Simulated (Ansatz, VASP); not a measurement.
# One calculation of In2Sb2Cl, two programs

INCAR

```
PREC     = Accurate       # precision mode
ENCUT    = 520            # plane-wave cutoff, eV
EDIFF    = 1E-6           # SCF threshold, eV
ISMEAR   = 0              # smearing method
SIGMA    = 0.1            # smearing width, eV
LREAL    = F              # projectors in reciprocal space
LASPH    = T              # aspherical terms in the spheres
NELM     = 80             # most SCF steps
ALGO     = Normal         # electronic algorithm
ISIF     = 2              # what is computed and relaxed
LWAVE    = F              # write WAVECAR
LCHARG   = F              # write CHGCAR
LDIPOL   = T            
IDIPOL   = 3            
DIPOL    = 0.5 0.5 0.342
GGA      = PE             # functional
IVDW     = 12             # dispersion correction
NBANDS   = 30             # bands
```

File KPOINTS:

```
Automatic mesh
0
Gamma
  6 6 1
```

File POSCAR:

```
In2Sb2Cl
1.0
    4.6293886023      0.0000000000      0.0000000000
   -2.3146943012      4.0091681336      0.0000000000
    0.0000000000      0.0000000000     22.0151773295
Sb In Cl
2 2 1
Direct
    0.0000000000      0.0000000000      0.1816928358
    0.3333333333      0.6666666667      0.3609342971
    0.3333333333      0.6666666667      0.2246164052
    0.6666666667      0.3333333333      0.3958713209
    0.8888888889      0.7777777778      0.5457679105
```

Input for Ansatz:

```yaml
crystal:
  lattice:
    - [4.6293886023, 0.0, 0.0]
    - [-2.3146943012, 4.0091681336, 0.0]
    - [0.0, 0.0, 22.0151773295]
  atoms:
    - { symbol: Sb, position: [0.0, 0.0, 0.1816928358] }
    - { symbol: In, position: [0.3333333333, 0.6666666667, 0.2246164052] }
    - { symbol: Sb, position: [0.3333333333, 0.6666666667, 0.3609342971] }
    - { symbol: In, position: [0.6666666667, 0.3333333333, 0.3958713209] }
    - { symbol: Cl, position: [0.8888888889, 0.7777777778, 0.5457679105] }
basis:
  ecutwfc: 420
kpoints:
  mp_grid: { grid: [6, 6, 1] }
hamiltonian:
  xc: pbe
  pseudopotentials: { kind: paw, azcp: { folder: soft_1 } }
  dispersion: d3bj
scf:
  occupations: { method: gaussian, width: 0.1 }
output:
  forces: true
  eigenvalues: true
efield:
  axis: 3
  dipole_correction: true
  ramp_width: 0.04
```

Alike in both runs: task single point; functional PBE; dispersion D3(BJ); k mesh 6 × 6 × 1; occupations gaussian, width 0.1 eV; no spin polarisation.

|  | VASP | Ansatz |
| --- | --- | --- |
| version | VASP 6.6.1 | Ansatz 0.2.0 |
| potentials or method | VASP PAW PBE potentials, release 64 (Sb, In_d, Cl), cutoff 520 eV | scalar-relativistic, plane waves, PAW |
| valence electrons in the cell | 43 | 63 |

```csv
,VASP,Ansatz,Ansatz less VASP
gap on the k mesh at the Fermi level (eV),none,none,-
rms of the force components (eV/Å),0.345,0.345,-0.0001
```

A gap of «none» marks a metal or a gap that the smearing closes. VASP's potentials hold 43 valence electrons a cell and Ansatz's 63, so a difference there can come from the potentials and not from the codes.

Neither program's run includes spin-orbit coupling.
